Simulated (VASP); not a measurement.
The system is AlN.

```
CELL_PARAMETERS angstrom
0.00000 2.16934 2.16934
2.16934 0.00000 2.16934
2.16934 2.16934 0.00000
ATOMIC_POSITIONS crystal
Al 0.00000 0.00000 0.00000
N 0.25000 0.25000 0.25000
```

Base run:

| Item | Value |
| --- | --- |
| Program | VASP 6.6.1 |
| Functional | BLYP |
| Potentials or basis | VASP PAW PBE potentials, release 64 (Al, N) |
| Cutoff | 520 eV |
| k mesh | 10 × 10 × 10 |
| Occupations | fermi-dirac, width 0.05 eV |
| Spin | no spin polarisation |

Its results: band gap on the k mesh 3.68 eV, indirect (least direct gap 4.66 eV); pressure 12.8 GPa.

**Question.** The run is repeated on the same cell with these changes: functional from BLYP to revPBE. What comes out?

**Answer.** Band gap on the k mesh 3.36 eV, indirect (least direct gap 4.40 eV); pressure 11.6 GPa.

Caveats: the PAW data sets were made with another functional, which shifts forces and pressure a little.

A k mesh can miss the band edges.
